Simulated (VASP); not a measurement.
Wanted: the native input for a VASP 6.6.1 run.

```
Task                   : relaxation of cell and atoms
Functional             : LDA
Potentials or basis    : VASP PAW LDA potentials, release 64 (Al, N)
Cutoff                 : 600 eV
k mesh                 : 10 × 10 × 10
Occupations            : gaussian, width 0.02 eV
Spin                   : no spin polarisation
Dipole correction      : no
Further INCAR settings : ALGO = Normal; EDIFF = 1e-07; IBRION = 2; EDIFFG = -0.002; NSW = 100; ISIF = 3
```

The structure of AlN lies in POSCAR:

```
AlN
1.0
    0.0000000000      2.0045623817      2.0045623817
    2.0045623817      0.0000000000      2.0045623817
    2.0045623817      2.0045623817      0.0000000000
Al N
1 1
Direct
    0.5000000000      0.5000000000      0.5000000000
    0.0000000000      0.0000000000      0.0000000000
```

One way to write it, as run:

INCAR

```
SYSTEM = AlN
  ALGO = Normal
  EDIFF = 1E-7
  EDIFFG = -0.002
  ENCUT = 600
  GGA_COMPAT = .FALSE.
  IBRION = 2
  ISIF = 3
  ISMEAR = 0
  LASPH = .TRUE.
  LCHARG = .FALSE.
  LREAL = .FALSE.
  LWAVE = .FALSE.
  NELM = 120
  NELMIN = 4
  NSW = 100
  PREC = Accurate
  SIGMA = 0.02
```

KPOINTS

```
k-points
0
G
  10 10 10
  0 0 0
```

Potentials or basis: VASP PAW LDA potentials, release 64 (Al, N).

The run is started by

```bash
$ cat potpaw_LDA.64/Al/POTCAR potpaw_LDA.64/N/POTCAR > POTCAR
$ mpirun -np 1 vasp_std > vasp.out
```

It gave:

| Quantity | Value |
| --- | --- |
| Relaxed volume | 8.08 Å³/atom |
| Relaxed cell | a = 2.838 Å, b = 2.838 Å, c = 2.838 Å, α = 60.00°, β = 60.00°, γ = 60.00° |
| Space group after relaxing (to 0.1 Å) | Fm-3m (No. 225) |
| Energy gained by relaxing | 0.1 meV/atom |
| Ionic steps | 3 |
| Pressure after relaxing | 0.0 GPa |
| Band gap on the k mesh | 4.68 eV (least direct gap 6.10 eV) |

Run time: 14 s on 1 thread of AMD EPYC 7R43 64-Core Processor (Zen 3) (shared host), peak memory 0.09 GiB.
